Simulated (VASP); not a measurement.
# C (P6_522) in VASP: a series of runs

Runs on C. Level: PBE. Tasks: single point, relaxation of cell and atoms.

Everything below comes from runs of VASP 6.6.1. Logs are shortened: lines on timing, memory, paths and dates and some standing lists are left out, and cuts for length are marked.

## (1) The cell of the first run

It takes space group P6_522 (No. 179, hexagonal). Conventional cell: a = 4.191 Å, b = 4.191 Å, c = 3.797 Å, α = 90.00°, β = 90.00°, γ = 120.00°. C (site symmetry 1) has 5 C at 1.49 to 1.98 Å within 2.0 Å.

## (2) Single point, PBE

Input file INCAR:

```
SYSTEM = C
ALGO     = Normal         ! electronic algorithm
EDIFF    = 1E-6           ! SCF threshold, eV
ENCUT    = 520            ! plane-wave cutoff, eV
GGA      = PE             ! functional
ISIF     = 2              ! what is computed and relaxed
ISMEAR   = 0              ! smearing method
LASPH    = .True.         ! aspherical terms in the spheres
LCHARG   = .False.        ! write CHGCAR
LREAL    = .False.        ! projectors in reciprocal space
LWAVE    = .False.        ! write WAVECAR
NBANDS   = 36             ! bands
NELM     = 80             ! most SCF steps
PREC     = Accurate       ! precision mode
SIGMA    = 0.1            ! smearing width, eV
```

Input file KPOINTS:

```
k-points
0
Gamma
  6 6 4
  0 0 0
```

Input file POSCAR:

```
C
1.0
    4.1914123200      0.0000000000      0.0000000000
   -2.0957061600      3.6298695500      0.0000000000
    0.0000000000      0.0000000000      3.7967124000
C
12
Direct
    0.3667297700      0.2968874200      0.6494079900
    0.7031125800      0.0698423500      0.3160746600
    0.9301576500      0.6332702300      0.9827413300
    0.6332702300      0.7031125800      0.1494079900
    0.2968874200      0.9301576500      0.8160746600
    0.0698423500      0.3667297700      0.4827413300
    0.0698423500      0.7031125800      0.3505920100
    0.2968874200      0.3667297700      0.0172586700
    0.6332702300      0.9301576500      0.6839253400
    0.9301576500      0.2968874200      0.8505920100
    0.7031125800      0.6332702300      0.5172586700
    0.3667297700      0.0698423500      0.1839253400
```

Potentials or basis: VASP PAW PBE potentials, release 64 (C).

Run with:

```sh
$ cat potpaw_PBE.64/C/POTCAR > POTCAR
$ mpirun -np 1 vasp_std > vasp.out
```

OUTCAR:

```text
SYSTEM = C
   EDIFF = 1E-6
   ENCUT = 520
   GGA = PE
   ISIF = 2
   ISMEAR = 0
   LASPH = .True.
   LREAL = .False.
   NELM = 80
   PREC = Accurate

 ion  position               nearest neighbor table
   1  0.367  0.297  0.649-   8 1.49  11 1.50   6 1.55   5 1.55  10 1.98  12 2.01
   2  0.703  0.070  0.316-   9 1.49  12 1.50   6 1.55   4 1.55  11 1.98  10 2.01
   3  0.930  0.633  0.983-   7 1.49  10 1.50   4 1.55   5 1.55  12 1.98  11 2.01
   4  0.633  0.703  0.149-  11 1.49   8 1.50   3 1.55   2 1.55   7 1.98   9 2.01
   5  0.297  0.930  0.816-  12 1.49   9 1.50   3 1.55   1 1.55   8 1.98   7 2.01
   6  0.070  0.367  0.483-  10 1.49   7 1.50   1 1.55   2 1.55   9 1.98   8 2.01
   7  0.070  0.703  0.351-   3 1.49   6 1.50  11 1.55  12 1.55   4 1.98   5 2.01
   8  0.297  0.367  0.017-   1 1.49   4 1.50  10 1.55  12 1.55   5 1.98   6 2.01
   9  0.633  0.930  0.684-   2 1.49   5 1.50  11 1.55  10 1.55   6 1.98   4 2.01
  10  0.930  0.297  0.851-   6 1.49   3 1.50   8 1.55   9 1.55   1 1.98   2 2.01
  11  0.703  0.633  0.517-   4 1.49   1 1.50   7 1.55   9 1.55   2 1.98   3 2.01
  12  0.367  0.070  0.184-   5 1.49   2 1.50   8 1.55   7 1.55   3 1.98   1 2.01

  LATTYP: Found a hexagonal cell.
 ALAT       =     4.1914123200
 C/A-ratio  =     0.9058312831

  Lattice vectors:

 A1 = (   4.1914123200,   0.0000000000,   0.0000000000)
 A2 = (  -2.0957061600,   3.6298695500,   0.0000000000)
 A3 = (   0.0000000000,   0.0000000000,   3.7967124000)

Analysis of symmetry for initial positions (statically):
=====================================================================
 Subroutine PRICEL returns:
 Original cell was already a primitive cell.

 Routine SETGRP: Setting up the symmetry group for a
 hexagonal supercell.

 Subroutine GETGRP returns: Found 12 space group operations
 (whereof  2 operations were pure point group operations)
 out of a pool of 24 trial point group operations.

The static configuration has the point symmetry C_2 .
 The point group associated with its full space group is D_6 .

Analysis of symmetry for dynamics (positions and initial velocities):
=====================================================================
 Subroutine PRICEL returns:
 Original cell was already a primitive cell.

 Routine SETGRP: Setting up the symmetry group for a
 hexagonal supercell.

 Subroutine GETGRP returns: Found 12 space group operations
 (whereof  2 operations were pure point group operations)
 out of a pool of 24 trial point group operations.

The dynamic configuration has the point symmetry C_2 .
 The point group associated with its full space group is D_6 .

 Subroutine INISYM returns: Found 12 space group operations
 (whereof  2 operations are pure point group operations),
 and found     1 'primitive' translations

----------------------------------------------------------------------------------------

                                     Primitive cell

  volume of cell :      57.7642

  direct lattice vectors                    reciprocal lattice vectors
     4.191412320  0.000000000  0.000000000     0.238583065  0.137745997  0.000000000
    -2.095706160  3.629869550  0.000000000     0.000000000  0.275491994  0.000000000
     0.000000000  0.000000000  3.796712400     0.000000000  0.000000000  0.263385765

  length of vectors
     4.191412320  4.191412323  3.796712400     0.275491994  0.275491994  0.263385765

  position of ions in fractional coordinates (direct lattice)
     0.366729770  0.296887420  0.649407990
     0.703112580  0.069842350  0.316074660
     0.930157650  0.633270230  0.982741330
     0.633270230  0.703112580  0.149407990
     0.296887420  0.930157650  0.816074660
     0.069842350  0.366729770  0.482741330
     0.069842350  0.703112580  0.350592010
     0.296887420  0.366729770  0.017258670
     0.633270230  0.930157650  0.683925340
     0.930157650  0.296887420  0.850592010
     0.703112580  0.633270230  0.517258670
     0.366729770  0.069842350  0.183925340

  ion indices of the primitive-cell ions
   primitive index   ion index
                 1           1
                 2           2
                 3           3
                 4           4
                 5           5
                 6           6
                 7           7
                 8           8
                 9           9
                10          10
                11          11
                12          12

----------------------------------------------------------------------------------------

 KPOINTS: k-points

Automatic generation of k-mesh.
 Grid dimensions read from file:
 generate k-points for:    6    6    4

 Generating k-lattice:

  Cartesian coordinates                     Fractional coordinates (reciprocal lattice)
     0.039763844  0.022957666  0.000000000     0.166666667  0.000000000  0.000000000
     0.000000000  0.045915332  0.000000000     0.000000000  0.166666667  0.000000000
[... 40 lines left out ...]
   ENCUT  =  520.0 eV  38.22 Ry    6.18 a.u.   7.79  7.79  7.06*2*pi/ulx,y,z
   NELM   =     80;   NELMIN=  2; NELMDL= -5     # of ELM steps
   EDIFF  = 0.1E-05   stopping-criterion for ELM
   LREAL  =      F    real-space projection
   EDIFFG = 0.1E-04   stopping-criterion for IOM
   NSW    =      0    number of steps for IOM
   IBRION =     -1    ionic relax: 0-MD 1-quasi-New 2-CG
   NFREE  =      0    steps in history (QN), initial steepest desc. (CG)
   ISIF   =      2    stress and relaxation
   ISYM   =      2    0-nonsym 1-usesym 2-fastsym
   POTIM  = 0.5000    time-step for ionic-motion
   TEBEG  =    0.0;   TEEND  =   0.0 temperature during run
   PSTRESS=    0.0 pullay stress
   NELECT =      48.0000    total number of electrons
   NUPDOWN=      -1.0000    fix difference up-down
   EMIN   =  10.00;   EMAX   =-10.00  energy-range for DOS
   EFERMI =   0.00;   METHOD = LEGACY
   ISMEAR =     0;   SIGMA  =   0.10  broadening in eV -4-tet -1-fermi 0-gaus
   EFERMI_NEDOS =   21; number of points for ismear=-14 and -15
   IALGO  =     38    algorithm
   IMIX   =      4    mixing-type and parameters
     AMIX     =   0.40;   BMIX     =  1.00
     AMIX_MAG =   1.60;   BMIX_MAG =  1.00
  volume/ion in A,a.u.               =       4.81        32.48
  Fermi-wavevector in a.u.,A,eV,Ry     =   1.539107  2.908491 32.230175  2.368851
  Thomas-Fermi vector in A             =   2.645382
   LORBIT       =      0    0 simple, 1 ext, 2 COOP (PROOUT), +10 PAW based schemes
   GGA     = PE    functional components
   LHFCALC =     F    Hartree Fock is set to
   AEXX    =    0.0000 exact exchange contribution
   IVDW    =     0    specifies the selected vdW correction
   LEPSILON=     F    determine dielectric tensor
   LRPA    =     F    only Hartree local field effects (RPA)
 non-spin polarized calculation
 Gauss-broadening in eV      SIGMA  =   0.10
  energy-cutoff  :      520.00
  volume of cell :       57.76
 maximum number of plane-waves:      1584
 NGX is ok and might be reduce to    32
   NGX = 15   NGY = 15   NGZ = 15

 number of electron      47.9999998 magnetization

 Free energy of the ion-electron system (eV)
  ---------------------------------------------------
  ext. energy  EPLUGINS =         0.00000000
  ---------------------------------------------------
  free energy    TOTEN  =       -87.86958479 eV

  energy without entropy =      -87.86958479  energy(sigma->0) =      -87.86958479

 E-fermi :  13.1173     XC(G=0): -14.3084

 val. band max:       12.5968074511   @ k =   0.1667   0.0000   0.0000
 cond. band min:      14.3778028935   @ k =   0.3333   0.0000   0.0000
 fundamental gap:      1.7809954424
 Fermi energy:        13.1173398619

 k-point     1 :       0.0000    0.0000    0.0000
  band No.  band energies     occupation
      1     -11.7167      2.00000
      2      -5.1807      2.00000
      3      -5.1807      2.00000
      4      -3.8155      2.00000
      5      -3.8155      2.00000
      6      -1.7361      2.00000
[... 28 lines left out ...]
     35      23.2366      0.00000
     36      23.3709      0.00000
[... 749 lines left out ...]
      6      -5.3414      2.00000
[... 28 lines left out ...]
     35      22.9345      0.00000
     36      22.9348      0.00000

------------------------ aborting loop because EDIFF is reached ----------------------------------------

  FORCE on cell =-STRESS in cart. coord.  units (eV):
  Direction    XX          YY          ZZ          XY          YZ          ZX
  --------------------------------------------------------------------------------------
  -------------------------------------------------------------------------------------
  Total       28.6285085     28.6285085     49.2613738     -0.0000000     -0.0000000     -0.0000000
  in kB      794.0542976    794.0542990   1366.3375298     -0.0000000     -0.0000000     -0.0000000
  external PRESSURE =     984.8153755 kB  Pullay stress =       0.0000000 kB

 VOLUME and BASIS-vectors are now :
 -----------------------------------------------------------------------------
  energy-cutoff  :      520.00
  volume of cell :       57.76
      direct lattice vectors                 reciprocal lattice vectors
     4.191412320  0.000000000  0.000000000     0.238583065  0.137745997  0.000000000
    -2.095706160  3.629869550  0.000000000     0.000000000  0.275491994  0.000000000
     0.000000000  0.000000000  3.796712400     0.000000000  0.000000000  0.263385765

 POSITION                                       TOTAL-FORCE (eV/Angst)
 -----------------------------------------------------------------------------------
      0.91493      1.07766      2.46562        -0.830644      0.952844      0.111010
      2.80067      0.25352      1.20004        -0.409865     -1.195781      0.111010
      2.57153      2.29869      3.73119         1.240509      0.242937      0.111010
      1.18078      2.55221      0.56726         0.830644     -0.952844      0.111010
     -0.70496      3.37635      3.09840         0.409865      1.195781      0.111010
     -0.47582      1.33118      1.83283        -1.240509     -0.242937      0.111010
     -1.18078      2.55221      1.33110        -0.830644     -0.952844     -0.111010
      0.47582      1.33118      0.06553         1.240509     -0.242937     -0.111010
      0.70496      3.37635      2.59667        -0.409865      1.195781     -0.111010
      3.27649      1.07766      3.22945         0.830644      0.952844     -0.111010
      1.61989      2.29869      1.96388        -1.240509      0.242937     -0.111010
      1.39075      0.25352      0.69831         0.409865     -1.195781     -0.111010
 -----------------------------------------------------------------------------------
    total drift:                                0.000000      0.000000     -0.000016

  FREE ENERGIE OF THE ION-ELECTRON SYSTEM (eV)
  ---------------------------------------------------
  free  energy   TOTEN  =       -87.8695847863 eV

  energy  without entropy=      -87.8695847863  energy(sigma->0) =      -87.86958479
```

It took 25 s on 1 thread of AMD EPYC 9R45 (Zen 5), shared host; peak memory 0.14 GiB.

What came out:

| Item | Value |
| --- | --- |
| Free energy | -87.8696 eV |
| Pressure | 98.5 GPa |
| Largest force | 1.269 eV/Å |
| Band gap on the k mesh | 1.78 eV, indirect (least direct gap 2.35 eV) |

Forces in eV/Å, atoms in the order of the input:
```
C   -0.831  0.953  0.111
C   -0.410 -1.196  0.111
C    1.241  0.243  0.111
C    0.831 -0.953  0.111
C    0.410  1.196  0.111
C   -1.241 -0.243  0.111
C   -0.831 -0.953 -0.111
C    1.241 -0.243 -0.111
C   -0.410  1.196 -0.111
C    0.831  0.953 -0.111
C   -1.241  0.243 -0.111
C    0.410 -1.196 -0.111
```

Stress tensor (GPa, compression positive):
```
 79.41   0.00   0.00
  0.00  79.41   0.00
  0.00   0.00 136.63
```

Levels at points of the mesh, in eV from the valence-band top:
```csv
k point,band 22,band 23,band 24,band 25,band 26,band 27
"(0.00, 0.00, 0.00)",-0.71,-0.71,-0.50,3.52,3.52,3.96
"(0.50, 0.00, 0.00)",-2.81,-0.95,-0.92,2.78,2.90,4.18
"(0.00, 0.00, 0.50)",-1.76,-1.23,-1.23,4.87,4.87,5.88
"(0.50, 0.00, 0.50)",-3.73,-3.02,-3.02,3.34,3.34,4.30
```

Caveat: forces of over 1 eV/Å act on the atoms, so gaps and moduli don't describe the material at rest.

## (3) Single point, PBE

This run uses another cell than the first one, of 5.92 Å³/atom, 1.229 times its volume.

Input file INCAR:

```
PREC = Accurate
ENCUT = 520
EDIFF = 1E-6
ISMEAR = 0
SIGMA = 0.1
LREAL = F
LASPH = T
NELM = 80
ALGO = Normal
ISIF = 2
LWAVE = F
LCHARG = F
GGA = PE
NBANDS = 36
```

Input file KPOINTS:

```
regular mesh
0
Gamma
  6 6 4
```

Input file POSCAR:

```
C
1.0
    4.4495094210      0.0000000000      0.0000000000
   -2.2247547105      3.8533881930      0.0000000000
    0.0000000000      0.0000000000      4.1407226371
C
12
Direct
    0.3692245943      0.3116952713      0.6580256574
    0.6883047287      0.0575293230      0.3246923241
    0.9424706770      0.6307754057      0.9913589907
    0.6307754057      0.6883047287      0.1580256574
    0.3116952713      0.9424706770      0.8246923241
    0.0575293230      0.3692245943      0.4913589907
    0.0575293230      0.6883047287      0.3419743426
    0.3116952713      0.3692245943      0.0086410093
    0.6307754057      0.9424706770      0.6753076759
    0.9424706770      0.3116952713      0.8419743426
    0.6883047287      0.6307754057      0.5086410093
    0.3692245943      0.0575293230      0.1753076759
```

Potentials or basis: VASP PAW PBE potentials, release 64 (C).

Run with:

```sh
$ cat potpaw_PBE.64/C/POTCAR > POTCAR
$ mpirun -np 1 vasp_std > vasp.out
```

Run time: 28 s. Hardware: 1 thread of AMD EPYC 9R45 (Zen 5), shared host; peak memory 0.16 GiB.

The run converged. Its results:

* Free energy: -91.8924 eV
* Pressure: 0.8 GPa
* Largest force: 0.030 eV/Å
* Band gap on the k mesh: 1.58 eV, indirect (least direct gap 1.95 eV)

Forces in eV/Å, atoms in the order of the input:
```
C    0.004 -0.011 -0.028
C    0.008  0.009 -0.028
C   -0.012  0.002 -0.028
C   -0.004  0.011 -0.028
C   -0.008 -0.009 -0.028
C    0.012 -0.002 -0.028
C    0.004  0.011  0.028
C   -0.012 -0.002  0.028
C    0.008 -0.009  0.028
C   -0.004 -0.011  0.028
C    0.012  0.002  0.028
C   -0.008  0.009  0.028
```

Stress tensor (GPa, compression positive):
```
0.64 0.00 0.00
0.00 0.64 0.00
0.00 0.00 1.03
```

Levels at points of the mesh, in eV from the valence-band top:
```
           k point  band 22  band 23  band 24  band 25  band 26  band 27
(0.00, 0.00, 0.00)    -0.80    -0.80     0.00     2.30     2.30     3.61
(0.50, 0.00, 0.00)    -2.40    -1.65    -0.84     2.37     2.69     3.71
(0.00, 0.00, 0.50)    -1.77    -1.02    -1.02     3.78     3.78     4.13
(0.50, 0.00, 0.50)    -3.30    -3.00    -3.00     2.82     2.82     3.61
```

A k mesh can miss the band edges. A hybrid or GW would open this gap; PBE tends to underestimate it.

## (4) Relaxation of cell and atoms, PBE

Input file INCAR:

```
PREC = Accurate ; ENCUT = 600
EDIFF = 1E-6 ; ISMEAR = 0
SIGMA = 0.1 ; LREAL = False
LASPH = True ; NELM = 80
ALGO = Normal ; ISIF = 3
LWAVE = False ; LCHARG = False
GGA = PE ; IBRION = 2
NSW = 90 ; EDIFFG = -0.04
```

KPOINTS is that of step 3.

Input file POSCAR:

```
C
1.0
    4.1914123200      0.0000000000      0.0000000000
   -2.0957061600      3.6298695500      0.0000000000
    0.0000000000      0.0000000000      3.7967124000
C
12
Direct
    0.3667297700      0.2968874200      0.6494079900
    0.7031125800      0.0698423500      0.3160746600
    0.9301576500      0.6332702300      0.9827413300
    0.6332702300      0.7031125800      0.1494079900
    0.2968874200      0.9301576500      0.8160746600
    0.0698423500      0.3667297700      0.4827413300
    0.0698423500      0.7031125800      0.3505920100
    0.2968874200      0.3667297700      0.0172586700
    0.6332702300      0.9301576500      0.6839253400
    0.9301576500      0.2968874200      0.8505920100
    0.7031125800      0.6332702300      0.5172586700
    0.3667297700      0.0698423500      0.1839253400
```

Run with:

```sh
$ cat potpaw_PBE.64/C/POTCAR > POTCAR
$ mpirun -np 1 vasp_std > vasp.out
```

Run time: 2.6 min. Hardware: 1 thread of AMD EPYC 9R45 (Zen 5), shared host; peak memory 0.16 GiB.

Results (log left out):

| Property | Result |
| --- | --- |
| Free energy | -91.8766 eV |
| Relaxed volume | 5.93 Å³/atom |
| Relaxed cell | a = 4.453 Å, b = 4.453 Å, c = 4.142 Å, α = 90.00°, β = 90.00°, γ = 120.00° |
| Space group after relaxing (to 0.05 Å) | P6_522 (No. 179) |
| Energy gained by relaxing | 331.3 meV/atom |
| Ionic steps | 9 |
| Pressure after relaxing | 0.2 GPa |
| Largest force after relaxing | 0.030 eV/Å |
| Band gap on the k mesh | 1.57 eV, indirect (least direct gap 1.95 eV) |

Forces on the atoms (eV/Å):
```
C    0.013 -0.013 -0.023
C    0.005  0.018 -0.023
C   -0.018 -0.005 -0.023
C   -0.013  0.013 -0.023
C   -0.005 -0.018 -0.023
C    0.018  0.005 -0.023
C    0.013  0.013  0.023
C   -0.018  0.005  0.023
C    0.005 -0.018  0.023
C   -0.013 -0.013  0.023
C    0.018 -0.005  0.023
C   -0.005  0.018  0.023
```

Stress tensor (GPa, compression positive):
```
0.00 0.00 0.00
0.00 0.00 0.00
0.00 0.00 0.48
```

Step by step:
| step | energy change (eV) | largest force (eV/Å) | pressure (GPa) | volume (Å³) |
| --- | --- | --- | --- | --- |
| 1 | 0.0000 | 1.2716 | 97.70 | 57.76 |
| 2 | -0.1048 | 1.9631 | -53.12 | 85.79 |
| 3 | -3.5643 | 1.4388 | -4.65 | 70.17 |
| 4 | -3.5712 | 1.4140 | -1.73 | 69.62 |
| 5 | -3.7251 | 1.6377 | 6.01 | 71.31 |
| 6 | -3.9434 | 0.4162 | 1.47 | 70.62 |
| 7 | -3.9674 | 0.2634 | -0.30 | 71.25 |
| 8 | -3.9755 | 0.0539 | 0.19 | 71.04 |
| 9 | -3.9760 | 0.0295 | 0.16 | 71.13 |

Final structure:
```cif
data_structure
_symmetry_space_group_name_H-M 'P 1'
_symmetry_Int_Tables_number 1
_cell_length_a 4.4527
_cell_length_b 4.4527
_cell_length_c 4.1425
_cell_angle_alpha 90.000
_cell_angle_beta 90.000
_cell_angle_gamma 120.000
_cell_volume 71.13
loop_
_atom_site_label
_atom_site_type_symbol
_atom_site_fract_x
_atom_site_fract_y
_atom_site_fract_z
_atom_site_occupancy
C1 C 0.36921 0.31181 0.65803 1
C2 C 0.68819 0.05740 0.32470 1
C3 C 0.94260 0.63079 0.99137 1
C4 C 0.63079 0.68819 0.15803 1
C5 C 0.31181 0.94260 0.82470 1
C6 C 0.05740 0.36921 0.49136 1
C7 C 0.05740 0.68819 0.34197 1
C8 C 0.31181 0.36921 0.00863 1
C9 C 0.63079 0.94260 0.67530 1
C10 C 0.94260 0.31181 0.84197 1
C11 C 0.68819 0.63079 0.50863 1
C12 C 0.36921 0.05740 0.17530 1
```

Levels at points of the mesh, in eV from the valence-band top:
```
           k point  band 22  band 23  band 24  band 25  band 26  band 27
(0.00, 0.00, 0.00)    -0.80    -0.80     0.00     2.29     2.29     3.61
(0.50, 0.00, 0.00)    -2.39    -1.65    -0.84     2.37     2.68     3.70
(0.00, 0.00, 0.50)    -1.77    -1.02    -1.02     3.77     3.77     4.11
(0.50, 0.00, 0.50)    -3.29    -3.00    -3.00     2.81     2.81     3.60
```

Caveat: the volume moved by over 15 % at a fixed basis, so the end points are rough. A k mesh can miss the band edges.

## (5) The runs side by side

```tsv
task	cell	cutoff (eV)	gap on the mesh (eV)	pressure (GPa)	largest force (eV/Å)
single point	a = 4.191, b = 4.191, c = 3.797 Å, angles 90.0, 90.0, 120.0°, 12 atoms	520	1.78	98.5	1.27
single point	a = 4.450, b = 4.450, c = 4.141 Å, angles 90.0, 90.0, 120.0°, 12 atoms	520	1.58	0.8	0.03
relaxation of cell and atoms	relaxed from a = 4.191, b = 4.191, c = 3.797 Å, angles 90.0, 90.0, 120.0°, 12 atoms	600	1.57	0.2	0.03
```

Alike in all rows: level PBE; potentials or basis VASP PAW PBE potentials, release 64 (C); no spin polarisation; k mesh 6 × 6 × 4; smearing gaussian 0.1 eV.

Caveats: forces of over 1 eV/Å act on the atoms, so gaps and moduli don't describe the material at rest (some runs); the volume moved by over 15 % at a fixed basis, so the end points are rough (some runs).

Absolute energies hang on the potentials; compare differences alone.
